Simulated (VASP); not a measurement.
# Ca: single point with PBE

Ca:

```
CELL_PARAMETERS angstrom
0.00000 2.73832 2.79420
2.73832 0.00000 2.79420
2.73832 2.73832 0.00000
ATOMIC_POSITIONS crystal
Ca 0.00000 0.00000 0.00000
```

```json
{
  "Program": "VASP 6.6.1",
  "Task": "single point",
  "Functional": "PBE",
  "Potentials or basis": "VASP PAW PBE potentials, release 64 (Ca_sv)",
  "Cutoff": "520 eV",
  "k mesh": "7 × 7 × 7",
  "Occupations": "fermi-dirac, width 0.05 eV",
  "Spin": "no spin polarisation",
  "Dipole correction": "no",
  "Further INCAR settings": "ALGO = Fast; EDIFF = 1e-07; NBANDS = 11"
}
```

- Pressure: 0.2 GPa
- Band gap on the k mesh: zero (band 5 reaches 2.10 eV, above the bottom of band 6 at 1.92 eV)

Stress tensor (GPa, compression positive):
```
0.25 0.00 0.00
0.00 0.25 0.00
0.00 0.00 0.01
```

Levels at points of the mesh, in eV from the Fermi level:
| k point | band 3 | band 4 | band 5 | band 6 | band 7 | band 8 |
| --- | --- | --- | --- | --- | --- | --- |
| (0.00, 0.00, 0.00) | -22.94 | -22.94 | -4.05 | 2.26 | 2.36 | 2.36 |

It took 28 s on 1 thread of Intel Xeon 6975P-C, with other jobs on the host, peak memory 0.17 GiB.
